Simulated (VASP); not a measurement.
# Pt (I4/mmm) in VASP: notebook

The runs below take Pt through single point, with PBE.

Everything below comes from runs of VASP 6.6.1. Logs are shortened: lines on timing, memory, paths and dates and some standing lists are left out, and cuts for length are marked.

## 1. The cell of the first run

Symmetry: I4/mmm, No. 139, tetragonal system. Conventional cell: a = 2.807 Å, b = 2.807 Å, c = 3.811 Å, α = 90.00°, β = 90.00°, γ = 90.00°. Pt (site symmetry 4/mmm) has 12 Pt at 2.75 to 2.81 Å within 3.6 Å.

## 2. Single point, PBE

File INCAR:

```
PREC = Accurate ; ENCUT = 520
EDIFF = 1E-6 ; ISMEAR = 0
SIGMA = 0.15 ; LREAL = False
LASPH = True ; NELM = 80
ALGO = Fast ; ISIF = 2
LWAVE = False ; LCHARG = False
GGA = PE ; NBANDS = 11
```

File KPOINTS:

```
regular mesh
0
Gamma
  24 24 24
```

File POSCAR:

```
Pt
1.0
    0.0000000000      1.9847238812      1.9053349259
    1.9847238812      0.0000000000      1.9053349259
    1.9847238812      1.9847238812      0.0000000000
Pt
1
Direct
    0.0000000000      0.0000000000      0.0000000000
```

Potentials or basis: VASP PAW PBE potentials, release 64 (Pt).

On the command line:

```sh
> cat potpaw_PBE.64/Pt/POTCAR > POTCAR
> mpirun -np 1 vasp_std > vasp.out
```

OUTCAR:

```text
PREC = Accurate
   ENCUT = 520
   EDIFF = 1E-6
   ISMEAR = 0
   LREAL = False
   LASPH = True
   NELM = 80
   ISIF = 2
   GGA = PE

 ion  position               nearest neighbor table
   1  0.000  0.000  0.000-

  LATTYP: Found a body centered tetragonal cell.
 ALAT       =     2.8068234304
 C/A-ratio  =     1.3576450198

  Lattice vectors:

 A1 = (   0.0000000000,  -1.9847238812,  -1.9053349259)
 A2 = (   0.0000000000,   1.9847238812,  -1.9053349259)
 A3 = (   1.9847238812,   0.0000000000,   1.9053349259)

Analysis of symmetry for initial positions (statically):
=====================================================================
 Subroutine PRICEL returns:
 Original cell was already a primitive cell.

 Routine SETGRP: Setting up the symmetry group for a
 body centered tetragonal supercell.

 Subroutine GETGRP returns: Found 16 space group operations
 (whereof 16 operations were pure point group operations)
 out of a pool of 16 trial point group operations.

The static configuration has the point symmetry D_4h.

Analysis of symmetry for dynamics (positions and initial velocities):
=====================================================================
 Subroutine PRICEL returns:
 Original cell was already a primitive cell.

 Routine SETGRP: Setting up the symmetry group for a
 body centered tetragonal supercell.

 Subroutine GETGRP returns: Found 16 space group operations
 (whereof 16 operations were pure point group operations)
 out of a pool of 16 trial point group operations.

The dynamic configuration has the point symmetry D_4h.

 Subroutine INISYM returns: Found 16 space group operations
 (whereof 16 operations are pure point group operations),
 and found     1 'primitive' translations

----------------------------------------------------------------------------------------

                                     Primitive cell

  volume of cell :      15.0107

  direct lattice vectors                    reciprocal lattice vectors
     0.000000000  1.984723881  1.905334926    -0.251924212  0.251924212  0.262421054
     1.984723881  0.000000000  1.905334926     0.251924212 -0.251924212  0.262421054
     1.984723881  1.984723881  0.000000000     0.251924212  0.251924212 -0.262421054

  length of vectors
     2.751259723  2.751259723  2.806823430     0.442488900  0.442488900  0.442488900

  position of ions in fractional coordinates (direct lattice)
     0.000000000  0.000000000  0.000000000

[... 75 lines left out ...]
   EDIFF  = 0.1E-05   stopping-criterion for ELM
   LREAL  =      F    real-space projection
   EDIFFG = 0.1E-04   stopping-criterion for IOM
   NSW    =      0    number of steps for IOM
   IBRION =     -1    ionic relax: 0-MD 1-quasi-New 2-CG
   NFREE  =      0    steps in history (QN), initial steepest desc. (CG)
   ISIF   =      2    stress and relaxation
   ISYM   =      2    0-nonsym 1-usesym 2-fastsym
   POTIM  = 0.5000    time-step for ionic-motion
   TEBEG  =    0.0;   TEEND  =   0.0 temperature during run
   PSTRESS=    0.0 pullay stress
   NELECT =      10.0000    total number of electrons
   NUPDOWN=      -1.0000    fix difference up-down
   EMIN   =  10.00;   EMAX   =-10.00  energy-range for DOS
   EFERMI =   0.00;   METHOD = LEGACY
   ISMEAR =     0;   SIGMA  =   0.15  broadening in eV -4-tet -1-fermi 0-gaus
   EFERMI_NEDOS =   21; number of points for ismear=-14 and -15
   IALGO  =     68    algorithm
   IMIX   =      4    mixing-type and parameters
     AMIX     =   0.40;   BMIX     =  1.00
     AMIX_MAG =   1.60;   BMIX_MAG =  1.00
  volume/ion in A,a.u.               =      15.01       101.30
  Fermi-wavevector in a.u.,A,eV,Ry     =   1.429797  2.701924 27.814648  2.044319
  Thomas-Fermi vector in A             =   2.549712
   LORBIT       =      0    0 simple, 1 ext, 2 COOP (PROOUT), +10 PAW based schemes
   GGA     = PE    functional components
   LHFCALC =     F    Hartree Fock is set to
   AEXX    =    0.0000 exact exchange contribution
   IVDW    =     0    specifies the selected vdW correction
   LEPSILON=     F    determine dielectric tensor
   LRPA    =     F    only Hartree local field effects (RPA)
 non-spin polarized calculation
 RMM-DIIS sequential band-by-band and
 Gauss-broadening in eV      SIGMA  =   0.15
  energy-cutoff  :      520.00
  volume of cell :       15.01
 maximum number of plane-waves:       428
   NGX = 11   NGY = 11   NGZ = 11

 number of electron      10.0000001 magnetization

 Free energy of the ion-electron system (eV)
  ---------------------------------------------------
  ext. energy  EPLUGINS =         0.00000000
  ---------------------------------------------------
  free energy    TOTEN  =        -6.08403074 eV

  energy without entropy =       -6.06268626  energy(sigma->0) =       -6.07335850

 E-fermi :  11.3428     XC(G=0): -13.5184

 val. band max:       11.3382794940   @ k =  -0.2500  -0.0000   0.1250
 cond. band min:      11.3433375428   @ k =  -0.1667   0.2917   0.2500
 fundamental gap:      0.0050580488
 Fermi energy:        11.3427644053

 k-point     1 :       0.0000    0.0000    0.0000
  band No.  band energies     occupation
      1       1.0867      2.00000
      2       7.3924      2.00000
      3       7.3924      2.00000
      4       7.8588      2.00000
      5       9.4264      2.00000
      6       9.9718      2.00000
      7      26.0105      0.00000
      8      30.6169      0.00000
      9      30.6169      0.00000
     10      31.7215      0.00000
     11      36.3804      0.00000
[... 309 lines left out ...]
 k-point    24 :       0.4583    0.0417    0.0000
  band No.  band energies     occupation
      1       4.0428      2.00000
      2       7.3232      2.00000
      3       7.6957      2.00000
      4       9.8604      2.00000
      5      11.4691      0.23349
      6      11.5946      0.01759
      7      17.9536      0.00000
      8      25.7681      0.00000
      9      29.9991      0.00000
     10      31.0984      0.00000
     11      38.7951      0.00000

 [... further k-points ...]
[... 5 lines left out ...]
  --------------------------------------------------------------------------------------
  -------------------------------------------------------------------------------------
  Total        0.9302782      0.9302782      1.2721978      0.0000000      0.0000000     -0.0000000
  in kB       99.2937448     99.2937448    135.7887217      0.0000000      0.0000000     -0.0000000
  external PRESSURE =     111.4587371 kB  Pullay stress =       0.0000000 kB

 VOLUME and BASIS-vectors are now :
 -----------------------------------------------------------------------------
  energy-cutoff  :      520.00
  volume of cell :       15.01
      direct lattice vectors                 reciprocal lattice vectors
     0.000000000  1.984723881  1.905334926    -0.251924212  0.251924212  0.262421054
     1.984723881  0.000000000  1.905334926     0.251924212 -0.251924212  0.262421054
     1.984723881  1.984723881  0.000000000     0.251924212  0.251924212 -0.262421054

 POSITION                                       TOTAL-FORCE (eV/Angst)
 -----------------------------------------------------------------------------------
      0.00000      0.00000      0.00000        -0.000000      0.000000      0.000000
 -----------------------------------------------------------------------------------
    total drift:                                0.000000     -0.000000      0.000000

  FREE ENERGIE OF THE ION-ELECTRON SYSTEM (eV)
  ---------------------------------------------------
  free  energy   TOTEN  =        -6.0840307399 eV

  energy  without entropy=       -6.0626862606  energy(sigma->0) =       -6.07335850
```

It took 56 s on 1 thread of Intel Xeon 6975P-C (Granite Rapids), shared host; peak memory 0.28 GiB.

What came out:

```yaml
Free_energy: -6.0840 eV
Pressure: 11.1 GPa
Band_gap_on_the_k_mesh: zero (bands 5 and 6 overlap by 2.43 eV)
```

Stress tensor (GPa, compression positive):
```
 9.93  0.00  0.00
 0.00  9.93  0.00
 0.00  0.00 13.58
```

Caveat: the cell stands under pressure; spin-orbit coupling is left out, which moves the levels of the heavy elements.

## 3. Single point, PBE

File INCAR:

```
SYSTEM = Pt
PREC     = Accurate       ! precision mode
ENCUT    = 520            ! plane-wave cutoff, eV
EDIFF    = 1E-6           ! SCF threshold, eV
ISMEAR   = 0              ! smearing method
SIGMA    = 0.15           ! smearing width, eV
LREAL    = .False.        ! projectors in reciprocal space
LASPH    = .True.         ! aspherical terms in the spheres
NELM     = 100            ! most SCF steps
ALGO     = Fast           ! electronic algorithm
ISIF     = 2              ! what is computed and relaxed
LWAVE    = .False.        ! write WAVECAR
LCHARG   = .True.         ! write CHGCAR
GGA      = PE             ! functional
LELF     = .True.         ! ELF
LVHAR    = .True.       
NBANDS   = 11             ! bands
```

File KPOINTS:

```
regular mesh
0
Gamma
  24 24 24
  0 0 0
```

File POSCAR:

```
Pt
1.0
    0.0000000000      1.9263154446      2.0226312169
    1.9263154446      0.0000000000      2.0226312169
    1.9263154446      1.9263154446      0.0000000000
Pt
1
Direct
    0.0000000000      0.0000000000      0.0000000000
```

Potentials or basis: VASP PAW PBE potentials, release 64 (Pt).

On the command line:

```sh
> cat potpaw_PBE.64/Pt/POTCAR > POTCAR
> mpirun -np 1 vasp_std > vasp.out
```

OUTCAR:

```text
SYSTEM = Pt
   PREC = Accurate
   ENCUT = 520
   EDIFF = 1E-6
   ISMEAR = 0
   LREAL = .False.
   LASPH = .True.
   NELM = 100
   ISIF = 2
   GGA = PE

 ion  position               nearest neighbor table
   1  0.000  0.000  0.000-

  LATTYP: Found a body centered tetragonal cell.
 ALAT       =     2.7242214272
 C/A-ratio  =     1.4849242405

  Lattice vectors:

 A1 = (  -1.9263154446,   0.0000000000,   2.0226312169)
 A2 = (   1.9263154446,   0.0000000000,   2.0226312169)
 A3 = (   0.0000000000,   1.9263154446,  -2.0226312169)

Analysis of symmetry for initial positions (statically):
=====================================================================
 Subroutine PRICEL returns:
 Original cell was already a primitive cell.

 Routine SETGRP: Setting up the symmetry group for a
 body centered tetragonal supercell.

 Subroutine GETGRP returns: Found 16 space group operations
 (whereof 16 operations were pure point group operations)
 out of a pool of 16 trial point group operations.

The static configuration has the point symmetry D_4h.

Analysis of symmetry for dynamics (positions and initial velocities):
[... 160 lines left out ...]

 val. band max:       11.3389297960   @ k =  -0.4583   0.2500   0.0417
 cond. band min:      11.3410963227   @ k =   0.5000   0.4583   0.0000
 fundamental gap:      0.0021665267
 Fermi energy:        11.3405800428

 k-point     1 :       0.0000    0.0000    0.0000
  band No.  band energies     occupation
      1       1.0871      2.00000
      2       7.1562      2.00000
      3       7.7494      2.00000
      4       7.7494      2.00000
      5       9.3477      2.00000
      6      10.0457      2.00000
      7      26.0219      0.00000
      8      30.1563      0.00000
      9      31.4014      0.00000
     10      31.4014      0.00000
     11      36.3933      0.00000
[... 309 lines left out ...]
 k-point    24 :       0.4583    0.0417    0.0000
  band No.  band energies     occupation
      1       4.0391      2.00000
      2       7.1767      2.00000
      3       7.8469      2.00000
      4       9.9489      2.00000
      5      11.2319      1.69453
      6      11.6663      0.00213
      7      18.0272      0.00000
      8      25.7027      0.00000
      9      30.3476      0.00000
     10      30.8682      0.00000
     11      38.9422      0.00000

 [... further k-points ...]
[... 5 lines left out ...]
  --------------------------------------------------------------------------------------
  -------------------------------------------------------------------------------------
  Total        1.2505170      1.2505170      0.6721521      0.0000000      0.0000000      0.0000000
  in kB      133.4746139    133.4746139     71.7425153      0.0000000      0.0000000      0.0000000
  external PRESSURE =     112.8972477 kB  Pullay stress =       0.0000000 kB

 VOLUME and BASIS-vectors are now :
 -----------------------------------------------------------------------------
  energy-cutoff  :      520.00
  volume of cell :       15.01
      direct lattice vectors                 reciprocal lattice vectors
     0.000000000  1.926315445  2.022631217    -0.259562888  0.259562888  0.247202750
     1.926315445  0.000000000  2.022631217     0.259562888 -0.259562888  0.247202750
     1.926315445  1.926315445  0.000000000     0.259562888  0.259562888 -0.247202750

 POSITION                                       TOTAL-FORCE (eV/Angst)
 -----------------------------------------------------------------------------------
      0.00000      0.00000      0.00000         0.000000     -0.000000      0.000000
 -----------------------------------------------------------------------------------
    total drift:                               -0.000000      0.000000     -0.000000

  FREE ENERGIE OF THE ION-ELECTRON SYSTEM (eV)
  ---------------------------------------------------
  free  energy   TOTEN  =        -6.0800769105 eV

  energy  without entropy=       -6.0587535535  energy(sigma->0) =       -6.06941523
```

OSZICAR:

```text
N       E                     dE             d eps       ncg     rms          rms(c)
DAV:   1     0.396667119183E+02    0.39667E+02   -0.53938E+03 23842   0.847E+02
DAV:   2    -0.586253966978E+01   -0.45529E+02   -0.43748E+02 26767   0.177E+02
DAV:   3    -0.645199605032E+01   -0.58946E+00   -0.58626E+00 27304   0.192E+01
DAV:   4    -0.645432166605E+01   -0.23256E-02   -0.23254E-02 26882   0.142E+00
DAV:   5    -0.645434013285E+01   -0.18467E-04   -0.18468E-04 27444   0.117E-01    0.131E+01
RMM:   6    -0.612277970661E+01    0.33156E+00   -0.32420E-01 23517   0.489E+00    0.697E+00
RMM:   7    -0.608347364124E+01    0.39306E-01   -0.72081E-02 24724   0.248E+00    0.251E+00
RMM:   8    -0.608031780054E+01    0.31558E-02   -0.83441E-03 24829   0.806E-01    0.574E-01
RMM:   9    -0.608005956530E+01    0.25824E-03   -0.82199E-04 26907   0.251E-01    0.533E-02
RMM:  10    -0.608007446215E+01   -0.14897E-04   -0.12844E-04 27893   0.860E-02    0.603E-02
RMM:  11    -0.608007658199E+01   -0.21198E-05   -0.18501E-05 27147   0.289E-02    0.880E-03
RMM:  12    -0.608007691052E+01   -0.32854E-06   -0.50536E-06 22899   0.167E-02
   1 F= -.60800769E+01 E0= -.60694152E+01  d E =-.213234E-01
```

stdout:

```text
POSCAR found type information on POSCAR Pt
 POSCAR found :  1 types and       1 ions
 scaLAPACK will be used
 LDA part: xc-table for (Slater+PW92), standard interpolation
 POSCAR, INCAR and KPOINTS ok, starting setup
 FFT: planning ... GRIDC
 FFT: planning ... GRID_SOFT
 FFT: planning ... GRID
 WAVECAR not read
 entering main loop
```

Run time: 2.2 min. Hardware: 1 thread of Intel Xeon 8259CL, shared host; peak memory 0.29 GiB.

Results:

* Free energy: -6.0801 eV
* Pressure: 11.3 GPa
* Band gap on the k mesh: zero (bands 5 and 6 overlap by 2.49 eV)

Caveat: the cell stands under pressure; spin-orbit coupling is left out, which moves the levels of the heavy elements.
